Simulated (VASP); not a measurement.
# SbOs: single point with PBEsol

SbOs:

```
CELL_PARAMETERS angstrom
0.00000 2.71362 2.71362
2.71362 0.00000 2.71362
2.71362 2.71362 0.00000
ATOMIC_POSITIONS crystal
Os 0.50000 0.50000 0.50000
Sb 0.00000 0.00000 0.00000
```

```yaml
Program: VASP 6.6.1
Task: single point
Functional: PBEsol
Potentials_or_basis: VASP PAW PBE potentials, release 64 (Os, Sb)
Cutoff: 520 eV
k_mesh: 12 × 12 × 12
Occupations: gaussian, width 0.05 eV
Spin: no spin polarisation
Dipole_correction: no
Further_INCAR_settings: ALGO = Normal; EDIFF = 1e-07; NBANDS = 14
```

```yaml
Pressure: -5.8 GPa
```

Levels at points of the mesh, in eV from the Fermi level:
| k point | band 4 | band 5 | band 6 | band 7 | band 8 | band 9 |
| --- | --- | --- | --- | --- | --- | --- |
| (0.00, 0.00, 0.00) | -1.80 | -1.51 | -1.51 | 1.62 | 1.62 | 1.62 |
| (0.50, 0.00, 0.00) | -3.88 | -0.57 | -0.57 | -0.17 | 4.46 | 6.35 |
| (0.50, 0.50, 0.00) | -1.21 | -1.21 | -0.90 | -0.04 | -0.04 | -0.01 |

Wall time 24 s on 1 thread of Intel(R) Xeon(R) 6975P-C (Granite Rapids) (shared host), peak memory 0.19 GiB.

Caveat: the PAW data sets were made with another functional, which shifts forces and pressure a little; spin-orbit coupling is left out, which moves the levels of the heavy elements.
